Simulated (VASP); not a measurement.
Input of a VASP 6.6.1 run:

INCAR

```
SYSTEM = Sn4O7
  PREC = Accurate
  ENCUT = 520
  EDIFF = 1E-7
  ISMEAR = 0
  SIGMA = 0.05
  LREAL = .False.
  LASPH = .True.
  NELM = 80
  ALGO = Normal
  ISIF = 2
  LWAVE = .False.
  LCHARG = .False.
  GGA = CA
  NBANDS = 60
  NELECT = 96.0
```

KPOINTS

```
Automatic mesh
0
Gamma
  6 4 6
  0 0 0
```

Contents of POSCAR:

```
Sn4O7
1.0
    3.9697699592     -3.9697699592      0.0000000000
    3.9697699592      3.9697699592      0.0000000000
   -1.9848849796      1.9848849796      5.0882634188
Sn O
4 7
Direct
    1.0000000000      0.2500000000      0.5000000000
    0.5000000000      0.7500000000      0.5000000000
    0.5000000000      0.5000000000      0.0000000000
    0.0000000000      0.0000000000      0.0000000000
    0.7970126936      0.0000000000      0.5940253873
    0.2033779813      0.3514012398      0.7039534830
    0.7029873064      0.7500000000      0.9059746127
    0.7029873064      0.5000000000      0.4059746127
    0.2029873064      0.0000000000      0.4059746127
    0.7970126936      0.2500000000      0.0940253873
    0.2970126936      0.7500000000      0.0940253873
```

Potentials or basis: VASP PAW LDA potentials, release 64 (Sn_d, O).

Launch:

```bash
$ cat potpaw_LDA.64/Sn_d/POTCAR potpaw_LDA.64/O/POTCAR > POTCAR
$ mpirun -np 1 vasp_std > vasp.out
```

Problem. Estimate the largest force.

Solution. 63.610 eV/Å.

Forces on the atoms (eV/Å):
```
Sn  -38.940   0.016 -50.297
Sn    2.265  -0.034  -0.229
Sn    2.021   0.025   2.341
Sn   -2.037  -0.005   0.067
O     1.073  -0.008   1.254
O    38.393   0.000  49.750
O    -2.071   0.003  -1.219
O    -0.702   1.372  -0.574
O    -0.188  -1.321  -0.556
O     0.242  -0.170  -0.193
O    -0.055   0.122  -0.344
```

Caveat: the cell carries a net charge on a neutralising background, which shifts energy and pressure; the cell differs from its parent crystal (atoms taken out, atom 6 moved 0.500 of the way to it and -0.300 Å across, host rigid); atoms lie so close that the PAW spheres overlap strongly, which falsifies energies and pressures.
